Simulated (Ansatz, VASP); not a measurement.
## SiC in VASP and in Ansatz

```
Si C
1.0
     3.07756    0.00000    0.00000
    -1.53878    2.66524    0.00000
     0.00000    0.00000   10.07677
Si C
4 4
Direct
  0.66667 0.33333 0.93784
  0.33333 0.66667 0.43784
  0.00000 0.00000 0.68789
  0.00000 0.00000 0.18789
  0.66667 0.33333 0.74980
  0.33333 0.66667 0.24980
  0.00000 0.00000 0.50046
  0.00000 0.00000 0.00046
```

Alike in both runs: task single point; functional r2SCAN; k mesh 12 × 12 × 4; occupations gaussian, width 0.05 eV; no spin polarisation.

|  | VASP | Ansatz |
| --- | --- | --- |
| version | VASP 6.6.1 | Ansatz 0.2.0 |
| potentials or method | VASP PAW PBE potentials, release 64 (Si, C), cutoff 520 eV | scalar-relativistic, plane waves, PAW |
| valence electrons in the cell | 32 | 32 |

```tsv
	VASP	Ansatz	Ansatz less VASP
gap on the k mesh at the Fermi level (eV)	2.61	2.60	-0.011
least direct gap on the mesh (eV)	3.79	3.78	-0.013
pressure (GPa)	-0.2	0.0	+0.19
```

VASP's potentials were made for PBE, not for r2SCAN.
